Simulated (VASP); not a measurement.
# Cr (R-3m) in VASP: further runs, part 2 of 2

VASP 6.6.1.

## (3) Electric field gradients, PBE, collinear spin, ferromagnetic start (equal xy, yz and zx shear strains of -2 %)

INCAR reads:

```
SYSTEM = Cr
  ALGO = Normal
  EDIFF = 1E-8
  ENCUT = 520
  GGA = PE
  ISIF = 2
  ISMEAR = -1
  ISPIN = 2
  LASPH = .TRUE.
  LCHARG = .FALSE.
  LEFG = .TRUE.
  LMAXMIX = 4
  LORBIT = 11
  LREAL = .FALSE.
  LWAVE = .FALSE.
  MAGMOM = 3
  NBANDS = 16
  NELM = 150
  PREC = Accurate
  SIGMA = 0.08
```

KPOINTS reads:

```
k-points
0
G
  18 18 18
  0 0 0
```

POSCAR reads:

```
Cr
1.0
   -1.4707890000      1.4419500000      1.4419500000
    1.4419500000     -1.4707890000      1.4419500000
    1.4419500000      1.4419500000     -1.4707890000
Cr
1
Direct
    0.0000000000      0.0000000000      0.0000000000
```

Potentials or basis: VASP PAW PBE potentials, release 64 (Cr_pv).

On the command line:

```console
$ cat potpaw_PBE.64/Cr_pv/POTCAR > POTCAR
$ mpirun -np 1 vasp_std > vasp.out
```

OUTCAR:

```text
SYSTEM = Cr
   EDIFF = 1E-8
   ENCUT = 520
   GGA = PE
   ISIF = 2
   ISMEAR = -1
   ISPIN = 2
   LASPH = .TRUE.
   LORBIT = 11
   LREAL = .FALSE.
   NELM = 150
   PREC = Accurate

 ion  position               nearest neighbor table
   1  0.000  0.000  0.000-

  LATTYP: Found a trigonal (rhomboedric) cell.
 ALAT       =     2.5142911302
 COS(alpha) =    -0.3420602552

  Lattice vectors:

 A1 = (  -1.4707890000,   1.4419500000,   1.4419500000)
 A2 = (   1.4419500000,  -1.4707890000,   1.4419500000)
 A3 = (   1.4419500000,   1.4419500000,  -1.4707890000)

Analysis of symmetry for initial positions (statically):
=====================================================================
 Subroutine PRICEL returns:
 Original cell was already a primitive cell.

 Routine SETGRP: Setting up the symmetry group for a
 trigonal (rhombohedral) supercell.

 Subroutine GETGRP returns: Found 12 space group operations
 (whereof 12 operations were pure point group operations)
 out of a pool of 12 trial point group operations.

The static configuration has the point symmetry D_3d.

Analysis of symmetry for dynamics (positions and initial velocities):
=====================================================================
 Subroutine PRICEL returns:
 Original cell was already a primitive cell.

 Routine SETGRP: Setting up the symmetry group for a
 trigonal (rhombohedral) supercell.

 Subroutine GETGRP returns: Found 12 space group operations
 (whereof 12 operations were pure point group operations)
 out of a pool of 12 trial point group operations.

The dynamic configuration has the point symmetry D_3d.

Analysis of structural, dynamic, and magnetic symmetry:
[... 622 lines left out ...]

 [... further k-points ...]

 spin component 2

 k-point     1 :       0.0000    0.0000    0.0000
  band No.  band energies     occupation
      1     -32.3432      1.00000
      2     -32.3432      1.00000
      3     -32.2870      1.00000
      4       2.7309      1.00000
      5       9.3580      1.00000
      6       9.6843      0.99994
[... 435 lines left out ...]
      5       9.1271      1.00000
      6       9.3025      1.00000
[... 8 lines left out ...]
     15      38.1643      0.00000
     16      40.2058      0.00000

 [... further k-points ...]
[... 5 lines left out ...]
  --------------------------------------------------------------------------------------
  -------------------------------------------------------------------------------------
  Total       -0.6789321     -0.6789321     -0.6789321      0.1346745      0.1346745      0.1346745
  in kB      -90.7313737    -90.7313737    -90.7313737     17.9976743     17.9976743     17.9976743
  external PRESSURE =     -90.7313737 kB  Pullay stress =       0.0000000 kB

 VOLUME and BASIS-vectors are now :
 -----------------------------------------------------------------------------
  energy-cutoff  :      520.00
  volume of cell :       11.99
      direct lattice vectors                 reciprocal lattice vectors
    -1.470789000  1.441950000  1.441950000     0.007006520  0.350325986  0.350325986
     1.441950000 -1.470789000  1.441950000     0.350325986  0.007006520  0.350325986
     1.441950000  1.441950000 -1.470789000     0.350325986  0.350325986  0.007006520

 POSITION                                       TOTAL-FORCE (eV/Angst)
 -----------------------------------------------------------------------------------
      0.00000      0.00000      0.00000        -0.000000     -0.000000      0.000000
 -----------------------------------------------------------------------------------
    total drift:                                0.000000     -0.000000      0.000000

  FREE ENERGIE OF THE ION-ELECTRON SYSTEM (eV)
  ---------------------------------------------------
  free  energy   TOTEN  =        -9.5045559854 eV

  energy  without entropy=       -9.4872604694  energy(sigma->0) =       -9.49590823

 Electric field gradients (V/A^2)
---------------------------------------------------------------------
 ion       V_xx      V_yy      V_zz      V_xy      V_xz      V_yz
---------------------------------------------------------------------
   1      -0.000    -0.000    -0.000     0.812     0.812     0.812
---------------------------------------------------------------------

 Electric field gradients after diagonalization (V/A^2)
 (convention: |V_zz| > |V_xx| > |V_yy|)
----------------------------------------------------------------------
 ion       V_xx      V_yy      V_zz     asymmetry (V_yy - V_xx)/ V_zz
----------------------------------------------------------------------
   1      -0.812    -0.812     1.625       0.000
----------------------------------------------------------------------

           NMR quadrupolar parameters

 Cq : quadrupolar parameter    Cq=e*Q*V_zz/h
 eta: asymmetry parameters     (V_yy - V_xx)/ V_zz
 Q  : nuclear electric quadrupole moment in mb (millibarn)
----------------------------------------------------------------------
 ion       Cq(MHz)       eta       Q (mb)
----------------------------------------------------------------------
   1       0.004       0.000       1.000
----------------------------------------------------------------------

 total charge

# of ion       s       p       d       tot
------------------------------------------
    1        0.427   6.383   4.171  10.980

 magnetization (x)

# of ion       s       p       d       tot
------------------------------------------
    1        0.000   0.000   0.000   0.000
```

OSZICAR:

```text
N       E                     dE             d eps       ncg     rms          rms(c)
DAV:   1     0.816497902481E+02    0.81650E+02   -0.62102E+03 38032   0.857E+02
DAV:   2    -0.825072813654E+01   -0.89901E+02   -0.85503E+02 40456   0.246E+02
DAV:   3    -0.974377860581E+01   -0.14931E+01   -0.14898E+01 41968   0.350E+01
DAV:   4    -0.974914081292E+01   -0.53622E-02   -0.53621E-02 43432   0.209E+00
DAV:   5    -0.974918154531E+01   -0.40732E-04   -0.40732E-04 42344   0.163E-01    0.179E+01
DAV:   6    -0.945751864945E+01    0.29166E+00   -0.21517E+00 38128   0.257E+01    0.384E+00
DAV:   7    -0.950448216099E+01   -0.46964E-01   -0.15899E-01 39008   0.305E+00    0.226E+00
DAV:   8    -0.950809502446E+01   -0.36129E-02   -0.53582E-03 41504   0.885E-01    0.949E-01
DAV:   9    -0.950421826299E+01    0.38768E-02   -0.17777E-03 40896   0.462E-01    0.266E-01
DAV:  10    -0.950454416321E+01   -0.32590E-03   -0.32271E-04 40072   0.175E-01    0.555E-02
DAV:  11    -0.950456056179E+01   -0.16399E-04   -0.13100E-05 44008   0.293E-02    0.227E-02
DAV:  12    -0.950455846599E+01    0.20958E-05   -0.13534E-06 39520   0.899E-03    0.873E-03
DAV:  13    -0.950455600538E+01    0.24606E-05   -0.63070E-07 39648   0.642E-03    0.329E-03
DAV:  14    -0.950455593792E+01    0.67454E-07   -0.15225E-07 39080   0.473E-03    0.464E-04
DAV:  15    -0.950455596655E+01   -0.28625E-07   -0.53480E-09 29672   0.724E-04    0.205E-04
DAV:  16    -0.950455597806E+01   -0.11510E-07   -0.11265E-09 19144   0.302E-04    0.958E-05
DAV:  17    -0.950455598541E+01   -0.73576E-08   -0.12369E-10 18768   0.115E-04
   1 F= -.95045560E+01 E0= -.94959082E+01  d E =-.172955E-01  mag=    -0.0000
```

Wall time 5.5 min (1 thread of Oxide Virtual Turin-like, shared host); peak memory 0.23 GiB.

Results:

| Quantity | Value |
| --- | --- |
| Free energy | -9.5046 eV |
| Pressure | -9.1 GPa |
| Band gap on the k mesh | zero (filled and empty bands overlap) |
| Net moment | 0.00 μB per cell |
| Largest electric field gradient by atom | Cr +1.6 V/Å² |
| Valence electrons inside the program's atomic spheres | Cr 10.98 |

Electric field gradients, principal values (V/Å²):
| atom | least | middle | greatest (by size) |
| --- | --- | --- | --- |
| 1 Cr | -0.812 | -0.812 | 1.625 |

Caveat: the cell differs from its parent crystal (equal xy, yz and zx shear strains of -2 %); the cell stands under tension; the moments typed at the start vanished in this run; without QUAD_EFG the Cq values of the log hold for a quadrupole moment of 1 mb, not for the nuclei.

## (4) Electric field gradients, PBE, collinear spin, ferromagnetic start (equal xy, yz and zx shear strains of +1 %)

INCAR reads:

```
ALGO = Normal ; EDIFF = 1E-8
ENCUT = 520 ; GGA = PE
ISIF = 2 ; ISMEAR = -1
ISPIN = 2 ; LASPH = True
LCHARG = False ; LEFG = True
LMAXMIX = 4 ; LORBIT = 11
LREAL = False ; LWAVE = False
MAGMOM = 3 ; NBANDS = 16
NELM = 150 ; PREC = Accurate
SIGMA = 0.08
```

KPOINTS reads:

```
k-points
0
Gamma
  18 18 18
```

POSCAR reads:

```
Cr
1.0
   -1.4275305000      1.4419500000      1.4419500000
    1.4419500000     -1.4275305000      1.4419500000
    1.4419500000      1.4419500000     -1.4275305000
Cr
1
Direct
    0.0000000000      0.0000000000      0.0000000000
```

Potentials or basis: VASP PAW PBE potentials, release 64 (Cr_pv).

On the command line:

```console
$ cat potpaw_PBE.64/Cr_pv/POTCAR > POTCAR
$ mpirun -np 1 vasp_std > vasp.out
```

OUTCAR:

```text
EDIFF = 1E-8
   ENCUT = 520
   GGA = PE
   ISIF = 2
   ISMEAR = -1
   ISPIN = 2
   LASPH = True
   LORBIT = 11
   LREAL = False
   NELM = 150
   PREC = Accurate

 ion  position               nearest neighbor table
   1  0.000  0.000  0.000-

  LATTYP: Found a trigonal (rhomboedric) cell.
 ALAT       =     2.4892334028
 COS(alpha) =    -0.3288480252

  Lattice vectors:

 A1 = (  -1.4275305000,   1.4419500000,   1.4419500000)
 A2 = (   1.4419500000,  -1.4275305000,   1.4419500000)
 A3 = (   1.4419500000,   1.4419500000,  -1.4275305000)

Analysis of symmetry for initial positions (statically):
=====================================================================
 Subroutine PRICEL returns:
 Original cell was already a primitive cell.

 Routine SETGRP: Setting up the symmetry group for a
 trigonal (rhombohedral) supercell.

 Subroutine GETGRP returns: Found 12 space group operations
 (whereof 12 operations were pure point group operations)
 out of a pool of 12 trial point group operations.

The static configuration has the point symmetry D_3d.

Analysis of symmetry for dynamics (positions and initial velocities):
=====================================================================
 Subroutine PRICEL returns:
 Original cell was already a primitive cell.

 Routine SETGRP: Setting up the symmetry group for a
 trigonal (rhombohedral) supercell.

 Subroutine GETGRP returns: Found 12 space group operations
 (whereof 12 operations were pure point group operations)
 out of a pool of 12 trial point group operations.

The dynamic configuration has the point symmetry D_3d.

[... 621 lines left out ...]
     15      38.6213      0.00000
     16      39.6878      0.00000

 [... further k-points ...]

 spin component 2

 k-point     1 :       0.0000    0.0000    0.0000
  band No.  band energies     occupation
      1     -32.3469      1.00000
      2     -32.3218      1.00000
      3     -32.3218      1.00000
      4       2.7275      1.00000
      5       9.5223      0.99999
      6       9.5223      0.99999
[... 435 lines left out ...]
      5       9.0262      1.00000
      6       9.2965      1.00000
[... 8 lines left out ...]
     15      38.6213      0.00000
     16      39.6878      0.00000

 [... further k-points ...]
[... 5 lines left out ...]
  --------------------------------------------------------------------------------------
  -------------------------------------------------------------------------------------
  Total       -0.6890054     -0.6890054     -0.6890054     -0.0627220     -0.0627220     -0.0627220
  in kB      -92.0566356    -92.0566356    -92.0566356     -8.3801602     -8.3801602     -8.3801602
  external PRESSURE =     -92.0566356 kB  Pullay stress =       0.0000000 kB

 VOLUME and BASIS-vectors are now :
 -----------------------------------------------------------------------------
  energy-cutoff  :      520.00
  volume of cell :       11.99
      direct lattice vectors                 reciprocal lattice vectors
    -1.427530500  1.441950000  1.441950000    -0.003450447  0.345044690  0.345044690
     1.441950000 -1.427530500  1.441950000     0.345044690 -0.003450447  0.345044690
     1.441950000  1.441950000 -1.427530500     0.345044690  0.345044690 -0.003450447

 POSITION                                       TOTAL-FORCE (eV/Angst)
 -----------------------------------------------------------------------------------
      0.00000      0.00000      0.00000         0.000000      0.000000     -0.000000
 -----------------------------------------------------------------------------------
    total drift:                                0.000000     -0.000000      0.000000

  FREE ENERGIE OF THE ION-ELECTRON SYSTEM (eV)
  ---------------------------------------------------
  free  energy   TOTEN  =        -9.5074190980 eV

  energy  without entropy=       -9.4900241316  energy(sigma->0) =       -9.49872161

 Electric field gradients (V/A^2)
---------------------------------------------------------------------
 ion       V_xx      V_yy      V_zz      V_xy      V_xz      V_yz
---------------------------------------------------------------------
   1       0.000    -0.000     0.000    -0.280    -0.280    -0.280
---------------------------------------------------------------------

 Electric field gradients after diagonalization (V/A^2)
 (convention: |V_zz| > |V_xx| > |V_yy|)
----------------------------------------------------------------------
 ion       V_xx      V_yy      V_zz     asymmetry (V_yy - V_xx)/ V_zz
----------------------------------------------------------------------
   1       0.280     0.280    -0.559       0.000
----------------------------------------------------------------------

           NMR quadrupolar parameters

 Cq : quadrupolar parameter    Cq=e*Q*V_zz/h
 eta: asymmetry parameters     (V_yy - V_xx)/ V_zz
 Q  : nuclear electric quadrupole moment in mb (millibarn)
----------------------------------------------------------------------
 ion       Cq(MHz)       eta       Q (mb)
----------------------------------------------------------------------
   1      -0.001       0.000       1.000
----------------------------------------------------------------------

 total charge

# of ion       s       p       d       tot
------------------------------------------
    1        0.427   6.383   4.169  10.978

 magnetization (x)

# of ion       s       p       d       tot
------------------------------------------
    1        0.000   0.000   0.000   0.000
```

OSZICAR:

```text
N       E                     dE             d eps       ncg     rms          rms(c)
DAV:   1     0.815523393791E+02    0.81552E+02   -0.61907E+03 38080   0.853E+02
DAV:   2    -0.824966522077E+01   -0.89802E+02   -0.85468E+02 40392   0.246E+02
DAV:   3    -0.975111234270E+01   -0.15014E+01   -0.14983E+01 42152   0.351E+01
DAV:   4    -0.975649731933E+01   -0.53850E-02   -0.53849E-02 43304   0.209E+00
DAV:   5    -0.975653814173E+01   -0.40822E-04   -0.40824E-04 42472   0.163E-01    0.179E+01
DAV:   6    -0.945941469414E+01    0.29712E+00   -0.21559E+00 38304   0.258E+01    0.385E+00
DAV:   7    -0.950746700004E+01   -0.48052E-01   -0.16087E-01 39024   0.306E+00    0.225E+00
DAV:   8    -0.951093095793E+01   -0.34640E-02   -0.53305E-03 41760   0.886E-01    0.952E-01
DAV:   9    -0.950708868945E+01    0.38423E-02   -0.17770E-03 40984   0.460E-01    0.267E-01
DAV:  10    -0.950740707226E+01   -0.31838E-03   -0.32466E-04 40192   0.177E-01    0.554E-02
DAV:  11    -0.950742364951E+01   -0.16577E-04   -0.13477E-05 43904   0.292E-02    0.226E-02
DAV:  12    -0.950742146664E+01    0.21829E-05   -0.13474E-06 39096   0.886E-03    0.851E-03
DAV:  13    -0.950741905441E+01    0.24122E-05   -0.66826E-07 39312   0.662E-03    0.339E-03
DAV:  14    -0.950741903241E+01    0.22002E-07   -0.14582E-07 39096   0.472E-03    0.431E-04
DAV:  15    -0.950741907210E+01   -0.39696E-07   -0.46311E-09 29808   0.650E-04    0.203E-04
DAV:  16    -0.950741909192E+01   -0.19820E-07   -0.90625E-10 19368   0.284E-04    0.883E-05
DAV:  17    -0.950741909805E+01   -0.61245E-08   -0.13821E-10 18920   0.121E-04
   1 F= -.95074191E+01 E0= -.94987216E+01  d E =-.173950E-01  mag=    -0.0000
```

stdout:

```text
POSCAR found type information on POSCAR Cr
 POSCAR found :  1 types and       1 ions
 scaLAPACK will be used
 LDA part: xc-table for (Slater+PW92), standard interpolation
 POSCAR, INCAR and KPOINTS ok, starting setup
 FFT: planning ... GRIDC
 FFT: planning ... GRID_SOFT
 FFT: planning ... GRID
 WAVECAR not read
 entering main loop
ion   1
```

Wall time 5.1 min (1 thread of Oxide Virtual Turin-like, shared host); peak memory 0.23 GiB.

Results:

```
Free energy                                           : -9.5074 eV
Pressure                                              : -9.2 GPa
Band gap on the k mesh                                : zero (filled and empty bands overlap)
Net moment                                            : 0.00 μB per cell
Largest electric field gradient by atom               : Cr -0.6 V/Å²
Valence electrons inside the program's atomic spheres : Cr 10.98
```

Levels at points of the mesh, in eV from the Fermi level:
Spin up:
| k point | band 4 | band 5 | band 6 | band 7 | band 8 | band 9 |
| --- | --- | --- | --- | --- | --- | --- |
| (0.00, 0.00, 0.00) | -7.72 | -0.93 | -0.93 | -0.76 | 1.09 | 1.09 |
| (0.50, 0.00, 0.00) | -4.25 | -2.36 | 0.93 | 1.10 | 1.44 | 2.65 |
| (0.50, 0.50, 0.00) | -4.25 | -2.32 | 1.05 | 1.12 | 1.36 | 2.71 |
| (0.50, 0.50, 0.50) | -4.09 | -4.09 | 2.21 | 2.36 | 2.36 | 7.08 |
Spin down:
```
           k point  band 4  band 5  band 6  band 7  band 8  band 9
(0.00, 0.00, 0.00)   -7.72   -0.93   -0.93   -0.76    1.09    1.09
(0.50, 0.00, 0.00)   -4.25   -2.36    0.93    1.10    1.44    2.65
(0.50, 0.50, 0.00)   -4.25   -2.32    1.05    1.12    1.36    2.71
(0.50, 0.50, 0.50)   -4.09   -4.09    2.21    2.36    2.36    7.08
```

Electric field gradients, principal values (V/Å²):
| atom | least | middle | greatest (by size) |
| --- | --- | --- | --- |
| 1 Cr | 0.280 | 0.280 | -0.559 |

Caveat: the cell differs from its parent crystal (equal xy, yz and zx shear strains of +1 %); the cell stands under tension; the moments typed at the start vanished in this run; without QUAD_EFG the Cq values of the log hold for a quadrupole moment of 1 mb, not for the nuclei.
